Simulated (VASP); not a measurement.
# Cd in VASP: settings compared

Aim: see how the results for Cd move with the level of theory and the settings. Levels: r2SCAN+D4, PBE, LDA. Tasks: single point.

Everything below comes from runs of VASP 6.6.1. Logs are shortened: lines on timing, memory, paths and dates and some standing lists are left out, and cuts for length are marked.

## (1) The cell of the first run

The structure is trigonal, space group R-3m (No. 166). The conventional cell has a = 3.203 Å, b = 3.203 Å, c = 7.240 Å, α = 90.00°, β = 90.00°, γ = 120.00°. Within 4.0 Å of Cd (site symmetry -3m) lie 12 Cd at 3.04 to 3.20 Å.

## (2) Single point, r2SCAN+D4, collinear spin, zero start

Input file POSCAR:

```
Cd
1.0
    1.6014846489      0.9246175931      2.4132904438
   -1.6014846489      0.9246175931      2.4132904438
    0.0000000000     -1.8492351863      2.4132904438
Cd
1
Direct
    0.0000000000      0.0000000000      0.0000000000
```

Input file INCAR.step1:

```
ALGO = Normal
EDIFF = 1E-4
ENCUT = 520
GGA = PE
ISMEAR = 1
ISPIN = 2
LASPH = T
LCHARG = F
LREAL = F
LWAVE = T
MAGMOM = 0.01
NBANDS = 16
NELM = 150
PREC = Accurate
SIGMA = 0.001
```

Input file INCAR.step2:

```
ALGO = Normal
EDIFF = 1E-6
ENCUT = 520
ISIF = 2
ISMEAR = 1
ISPIN = 2
ISTART = 1
IVDW = 13
LASPH = T
LCHARG = F
LMIXTAU = T
LORBIT = 11
LREAL = F
LWAVE = F
MAGMOM = 0.01
METAGGA = R2SCAN
NBANDS = 16
NELM = 150
PREC = Accurate
SIGMA = 0.001
VDW_A1 = 0.51559235
VDW_A2 = 5.77342911
VDW_S6 = 1.0
VDW_S8 = 0.6018749
```

Input file KPOINTS:

```
k-points
0
Gamma
  10 10 10
```

Potentials or basis: VASP PAW PBE potentials, release 64 (Cd).

Launch:

```sh
cat potpaw_PBE.64/Cd/POTCAR > POTCAR
cp INCAR.step1 INCAR
mpirun -np 1 vasp_std > vasp.out
cp INCAR.step2 INCAR
mpirun -np 1 vasp_std > vasp.out
```

OUTCAR:

```text
EDIFF = 1E-6
   ENCUT = 520
   ISIF = 2
   ISMEAR = 1
   ISPIN = 2
   ISTART = 1
   IVDW = 13
   LASPH = T
   LORBIT = 11
   LREAL = F
   METAGGA = R2SCAN
   NELM = 150
   PREC = Accurate

 ion  position               nearest neighbor table
   1  0.000  0.000  0.000-

  LATTYP: Found a trigonal (rhomboedric) cell.
 ALAT       =     3.0403357611
 COS(alpha) =     0.4450773389

  Lattice vectors:

 A1 = (   1.6014846489,   0.9246175931,   2.4132904438)
 A2 = (  -1.6014846489,   0.9246175931,   2.4132904438)
 A3 = (   0.0000000000,  -1.8492351863,   2.4132904438)

Analysis of symmetry for initial positions (statically):
=====================================================================
 Subroutine PRICEL returns:
 Original cell was already a primitive cell.

 Routine SETGRP: Setting up the symmetry group for a
 trigonal (rhombohedral) supercell.

 Subroutine GETGRP returns: Found 12 space group operations
 (whereof 12 operations were pure point group operations)
 out of a pool of 12 trial point group operations.

The static configuration has the point symmetry D_3d.

Analysis of symmetry for dynamics (positions and initial velocities):
=====================================================================
 Subroutine PRICEL returns:
 Original cell was already a primitive cell.

 Routine SETGRP: Setting up the symmetry group for a
 trigonal (rhombohedral) supercell.

 Subroutine GETGRP returns: Found 12 space group operations
 (whereof 12 operations were pure point group operations)
 out of a pool of 12 trial point group operations.

The dynamic configuration has the point symmetry D_3d.

Analysis of structural, dynamic, and magnetic symmetry:
=====================================================================
 Subroutine PRICEL returns:
 Original cell was already a primitive cell.

 Routine SETGRP: Setting up the symmetry group for a
 trigonal (rhombohedral) supercell.

 Subroutine GETGRP returns: Found 12 space group operations
 (whereof 12 operations were pure point group operations)
 out of a pool of 12 trial point group operations.

The overall configuration has the point symmetry D_3d.

 Subroutine INISYM returns: Found 12 space group operations
 (whereof 12 operations are pure point group operations),
 and found     1 'primitive' translations

----------------------------------------------------------------------------------------

                                     Primitive cell

  volume of cell :      21.4410

  direct lattice vectors                    reciprocal lattice vectors
     1.601484649  0.924617593  2.413290444     0.312210298  0.180254700  0.138124002
    -1.601484649  0.924617593  2.413290444    -0.312210298  0.180254700  0.138124002
     0.000000000 -1.849235186  2.413290444     0.000000000 -0.360509400  0.138124002

  length of vectors
     3.040335761  3.040335761  3.040335761     0.386063812  0.386063812  0.386063812

  position of ions in fractional coordinates (direct lattice)
     0.000000000  0.000000000  0.000000000

  ion indices of the primitive-cell ions
   primitive index   ion index
                 1           1

----------------------------------------------------------------------------------------

 KPOINTS: k-points

Automatic generation of k-mesh.
 Grid dimensions read from file:
 generate k-points for:   10   10   10

 Generating k-lattice:

  Cartesian coordinates                     Fractional coordinates (reciprocal lattice)
     0.031221030  0.018025470  0.013812400     0.100000000  0.000000000  0.000000000
    -0.031221030  0.018025470  0.013812400     0.000000000  0.100000000  0.000000000
     0.000000000 -0.036050940  0.013812400     0.000000000  0.000000000  0.100000000

  Length of vectors
     0.038606381  0.038606381  0.038606381

  Shift w.r.t. Gamma in fractional coordinates (k-lattice)
     0.000000000  0.000000000  0.000000000

 Subroutine IBZKPT returns following result:
 ===========================================

 Found    116 irreducible k-points:

 Following reciprocal coordinates:
            Coordinates               Weight
  0.000000  0.000000  0.000000      1.000000
  0.100000 -0.000000  0.000000      6.000000
  0.200000 -0.000000  0.000000      6.000000
  0.300000  0.000000  0.000000      6.000000
  0.400000  0.000000 -0.000000      6.000000
  0.500000  0.000000 -0.000000      3.000000
[... 16 lines left out ...]
  0.300000  0.300000  0.000000      6.000000
  0.400000  0.300000  0.000000     12.000000
 [... further k-points ...]
   k-points           NKPTS =    116   k-points in BZ     NKDIM =    116   number of bands    NBANDS=     16
   number of dos      NEDOS =    301   number of ions     NIONS =      1
   total plane-waves  NPLWV =  13824
   dimension x,y,z NGX =    24 NGY =   24 NGZ =   24
   dimension x,y,z NGXF=    48 NGYF=   48 NGZF=   48
   ions per type =               1
   NGX,Y,Z   is equivalent  to a cutoff of  13.12, 13.12, 13.12 a.u.
   NGXF,Y,Z  is equivalent  to a cutoff of  26.25, 26.25, 26.25 a.u.
 SYSTEM =  unknown system
   PREC   = accura    normal or accurate (medium, high low for compatibility)
   ISTART =      1    job   : 0-new  1-cont  2-samecut
   ICHARG =      0    charge: 1-file 2-atom 10-const
   ISPIN  =      2    spin polarized calculation?
   LNONCOLLINEAR =      F non collinear calculations
   LSORBIT =      F    spin-orbit coupling
   LASPH  =      T    aspherical Exc in radial PAW
   ENCUT  =  520.0 eV  38.22 Ry    6.18 a.u.   5.65  5.65  5.65*2*pi/ulx,y,z
   NELM   =    150;   NELMIN=  2; NELMDL=  0     # of ELM steps
   EDIFF  = 0.1E-05   stopping-criterion for ELM
   LREAL  =      F    real-space projection
   EDIFFG = 0.1E-04   stopping-criterion for IOM
   NSW    =      0    number of steps for IOM
   IBRION =     -1    ionic relax: 0-MD 1-quasi-New 2-CG
   NFREE  =      0    steps in history (QN), initial steepest desc. (CG)
   ISIF   =      2    stress and relaxation
   ISYM   =      2    0-nonsym 1-usesym 2-fastsym
   POTIM  = 0.5000    time-step for ionic-motion
   TEBEG  =    0.0;   TEEND  =   0.0 temperature during run
   PSTRESS=    0.0 pullay stress
   NELECT =      12.0000    total number of electrons
   NUPDOWN=      -1.0000    fix difference up-down
   EMIN   =  10.00;   EMAX   =-10.00  energy-range for DOS
   EFERMI =   0.00;   METHOD = LEGACY
   ISMEAR =     1;   SIGMA  =   0.00  broadening in eV -4-tet -1-fermi 0-gaus
   EFERMI_NEDOS =   21; number of points for ismear=-14 and -15
   IALGO  =     38    algorithm
   IMIX   =      4    mixing-type and parameters
     AMIX     =   0.40;   BMIX     =  1.00
     AMIX_MAG =   1.60;   BMIX_MAG =  1.00
  volume/ion in A,a.u.               =      21.44       144.69
  Fermi-wavevector in a.u.,A,eV,Ry     =   1.349129  2.549483 24.764613  1.820148
  Thomas-Fermi vector in A             =   2.476741
   LORBIT       =     11    0 simple, 1 ext, 2 COOP (PROOUT), +10 PAW based schemes
   METAGGA = R2SCAN    functional components
   LHFCALC =     F    Hartree Fock is set to
   AEXX    =    0.0000 exact exchange contribution
   IVDW    =    13    specifies the selected vdW correction
   LEPSILON=     F    determine dielectric tensor
   LRPA    =     F    only Hartree local field effects (RPA)
 spin polarized calculation
 Methfessel and Paxton  Order N= 1 SIGMA  =   0.00
  energy-cutoff  :      520.00
  volume of cell :       21.44
 maximum number of plane-waves:       588
   NGX = 11   NGY = 11   NGZ = 11

 number of electron      11.9999999 magnetization       0.0040000

 Free energy of the ion-electron system (eV)
  ---------------------------------------------------
  ext. energy  EPLUGINS =         0.00000000
  ---------------------------------------------------
  free energy    TOTEN  =       -20.07911646 eV

  energy without entropy =      -20.07911572  energy(sigma->0) =      -20.07911621

 E-fermi :   3.0441     XC(G=0): -11.8657

 val. band max:        3.0438519493   @ k =  -0.4000  -0.4000   0.2000
 cond. band min:       3.0525427444   @ k =  -0.4000  -0.4000   0.2000
 fundamental gap:      0.0086907950
 Fermi energy:         3.0440533508

 spin component 1

 k-point     1 :       0.0000    0.0000    0.0000
  band No.  band energies     occupation
      1      -6.8330      1.00000
      2      -6.8330      1.00000
      3      -6.5810      1.00000
      4      -6.3009      1.00000
      5      -6.2039      1.00000
      6      -6.2039      1.00000
[... 8 lines left out ...]
     15      26.4714      0.00000
     16      26.4714      0.00000
[... 419 lines left out ...]
 k-point    24 :       0.4000    0.3000    0.0000
  band No.  band energies     occupation
      1      -7.2685      1.00000
      2      -7.0263      1.00000
      3      -6.0759      1.00000
      4      -6.0642      1.00000
      5      -5.8438      1.00000
      6      -1.4134      1.00000
[... 8 lines left out ...]
     15      32.7851      0.00000
     16      34.0577      0.00000

 [... further k-points ...]

 spin component 2

 k-point     1 :       0.0000    0.0000    0.0000
  band No.  band energies     occupation
      1      -6.8321      1.00000
      2      -6.8321      1.00000
      3      -6.5788      1.00000
      4      -6.2960      1.00000
      5      -6.2035      1.00000
      6      -6.2035      1.00000
[... 8 lines left out ...]
     15      26.4744      0.00000
     16      26.4744      0.00000
[... 419 lines left out ...]
 k-point    24 :       0.4000    0.3000    0.0000
  band No.  band energies     occupation
      1      -7.2668      1.00000
      2      -7.0257      1.00000
      3      -6.0752      1.00000
      4      -6.0637      1.00000
      5      -5.8435      1.00000
      6      -1.4071      1.00000
[... 8 lines left out ...]
     15      32.7874      0.00000
     16      34.0606      0.00000

 [... further k-points ...]

------------------------ aborting loop because EDIFF is reached ----------------------------------------

  DFT-D4 for vdW energy calculation

  Edisp (eV):   -0.14181

  FORCE on cell =-STRESS in cart. coord.  units (eV):
  Direction    XX          YY          ZZ          XY          YZ          ZX
  --------------------------------------------------------------------------------------
  -------------------------------------------------------------------------------------
  Total       0.03852     0.03852     0.04774     0.00000    -0.00000     0.00000
  in kB       2.87851     2.87851     3.56746     0.00000    -0.00000     0.00000
  external pressure =        3.11 kB  Pullay stress =        0.00 kB

 VOLUME and BASIS-vectors are now :
 -----------------------------------------------------------------------------
  energy-cutoff  :      520.00
  volume of cell :       21.44
      direct lattice vectors                 reciprocal lattice vectors
     1.601484649  0.924617593  2.413290444     0.312210298  0.180254700  0.138124002
    -1.601484649  0.924617593  2.413290444    -0.312210298  0.180254700  0.138124002
     0.000000000 -1.849235186  2.413290444     0.000000000 -0.360509400  0.138124002

 POSITION                                       TOTAL-FORCE (eV/Angst)
 -----------------------------------------------------------------------------------
      0.00000      0.00000      0.00000         0.000000      0.000000     -0.000000
 -----------------------------------------------------------------------------------
    total drift:                                0.000000      0.000000      0.000000

  FREE ENERGIE OF THE ION-ELECTRON SYSTEM (eV)
  ---------------------------------------------------
  free  energy   TOTEN  =       -20.2209294226 eV

  energy  without entropy=      -20.2209286759  energy(sigma->0) =      -20.22092917

 total charge

# of ion       s       p       d       tot
------------------------------------------
    1        0.532   0.304   9.493  10.328

 magnetization (x)

# of ion       s       p       d       tot
------------------------------------------
    1        0.000   0.001   0.000   0.001
```

Wall time 2.6 min (1 thread of Intel Xeon Platinum 8488C (Sapphire Rapids), shared host); peak memory 0.19 GiB.

Results:

```
Free energy                                           : -20.2209 eV
Pressure                                              : 0.3 GPa
Band gap on the k mesh                                : zero (filled and empty bands overlap)
Net moment                                            : 0.00 μB per cell
Valence electrons inside the program's atomic spheres : Cd 10.33
Dispersion energy per atom                            : -0.142 eV
```

Caveat: the PAW data sets were made with another functional, which shifts forces and pressure a little.

## (3) Single point, PBE

This run uses another cell than the first one, of 21.94 Å³/atom.

Input file INCAR:

```
SYSTEM = Cd
  ALGO = Fast
  EDIFF = 1E-6
  ENCUT = 520
  GGA = PE
  ISIF = 2
  ISMEAR = -1
  LASPH = .True.
  LCHARG = .False.
  LREAL = .False.
  LWAVE = .False.
  NBANDS = 12
  NELM = 100
  PREC = Accurate
  SIGMA = 0.02
```

Input file KPOINTS:

```
k-points
0
Gamma
  4 4 4
  0 0 0
```

Input file POSCAR:

```
Cd
1.0
    1.6080291515      0.9283960635      2.4492874100
   -1.6080291515      0.9283960635      2.4492874100
    0.0000000000     -1.8567921270      2.4492874100
Cd
1
Direct
    0.0000000000      0.0000000000      0.0000000000
```

Potentials or basis: VASP PAW PBE potentials, release 64 (Cd).

Launch:

```sh
cat potpaw_PBE.64/Cd/POTCAR > POTCAR
mpirun -np 1 vasp_std > vasp.out
```

Run time: 1.9 s. Hardware: 1 thread of Intel Xeon 6975P-C (Granite Rapids), shared host; peak memory 0.13 GiB.

It converged, with:

```yaml
Free_energy: -0.8931 eV
Pressure: 1.9 GPa
Band_gap_on_the_k_mesh: zero (bands 6 and 7 overlap by 3.22 eV)
```

Stress tensor (GPa, compression positive):
```
-0.46  0.00  0.00
 0.00 -0.46  0.00
 0.00  0.00  6.61
```

Levels at points of the mesh, in eV from the Fermi level:
| k point | band 4 | band 5 | band 6 | band 7 | band 8 | band 9 |
| --- | --- | --- | --- | --- | --- | --- |
| (0.00, 0.00, 0.00) | -10.11 | -10.04 | -10.04 | 12.10 | 12.76 | 12.76 |
| (0.50, 0.00, 0.00) | -9.77 | -9.64 | -3.80 | -2.98 | 11.09 | 11.18 |
| (0.50, 0.50, 0.00) | -9.60 | -9.56 | -2.16 | 0.01 | 4.67 | 6.19 |
| (0.50, 0.50, 0.50) | -9.63 | -9.63 | -3.30 | -1.84 | 10.10 | 10.10 |

Caveat: the k points lie up to 0.60 Å⁻¹ apart, too coarse for converged energies and pressures of a metal.

[end of part 1 of 2]
